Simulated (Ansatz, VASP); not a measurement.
## One calculation of TiO2, two programs

Contents of INCAR:

```
ALGO = Normal
EDIFF = 1E-6
ENCUT = 520
GGA = PE
ISIF = 2
ISMEAR = 0
LASPH = T
LCHARG = F
LREAL = F
LWAVE = F
NBANDS = 33
NELM = 80
PREC = Accurate
SIGMA = 0.05
```

File KPOINTS:

```
k-points
0
Gamma
  6 6 10
```

POSCAR

```
TiO2
1.0
    4.6433998164      0.0000000000      0.0000000000
    0.0000000000      4.6433998164      0.0000000000
    0.0000000000      0.0000000000      2.9638636888
Ti O
2 4
Direct
    0.0000000000      0.0000000000      0.0117733187
    0.5000000000      0.5000000000      0.5117733187
    0.3050970583      0.3050970583     -0.0176121460
    0.1949029417      0.8050970583      0.4823878540
    0.6949029417      0.6949029417     -0.0176121460
    0.8050970583      0.1949029417      0.4823878540
```

Input for Ansatz:

```yaml
crystal:
  lattice:
    - [4.6433998164, 0.0, 0.0]
    - [0.0, 4.6433998164, 0.0]
    - [0.0, 0.0, 2.9638636888]
  atoms:
    - { symbol: Ti, position: [0.0, 0.0, 0.0117733187] }
    - { symbol: Ti, position: [0.5, 0.5, 0.5117733187] }
    - { symbol: O, position: [0.3050970583, 0.3050970583, -0.017612146] }
    - { symbol: O, position: [0.1949029417, 0.8050970583, 0.482387854] }
    - { symbol: O, position: [0.6949029417, 0.6949029417, -0.017612146] }
    - { symbol: O, position: [0.8050970583, 0.1949029417, 0.482387854] }
basis:
  ecutwfc: 520.0
kpoints:
  mp_grid: { grid: [6, 6, 10] }
hamiltonian:
  xc: pbe
  pseudopotentials: { kind: paw, azcp: { folder: soft_1 } }
scf:
  occupations: { method: gaussian, width: 0.05 }
output:
  forces: true
  stress: true
  eigenvalues: true
  write_density: true
  write_potential: true
  elf: true
  volumetric_format: npy
```

Change from the starting cell: mode 1 frozen in at -0.052 Å, equal normal strain along x, y and z +0.0000.

Alike in both runs: task single point; functional PBE; k mesh 6 × 6 × 10; occupations gaussian, width 0.05 eV; no spin polarisation.

```csv
,VASP,Ansatz
version,VASP 6.6.1,Ansatz 0.2.0
potentials or method,"VASP PAW PBE potentials, release 64 (Ti_sv, O), cutoff 520 eV","scalar-relativistic, plane waves, PAW"
valence electrons in the cell,48,48
```

Ansatz gave:

| Property | Result |
| --- | --- |
| gap on the k mesh at the Fermi level (eV) | 2.01 |
| least direct gap on the mesh (eV) | 2.08 |
| pressure (GPa) | 1.0 |
| traceless stress, the component that is largest in VASP (GPa) | 0.33 |
| rms of the force components (eV/Å) | 0.035 |

What did VASP give for the same quantities?

gap on the k mesh at the Fermi level (eV): 1.98; least direct gap on the mesh (eV): 2.06; pressure (GPa): 1.7; traceless stress, the component that is largest in VASP (GPa): 0.57; rms of the force components (eV/Å): 0.052.

Atom by atom the forces differ by 0.021 eV/Å (rms over components). The functional is the same, so the differences come from potentials, cutoffs and numerics.
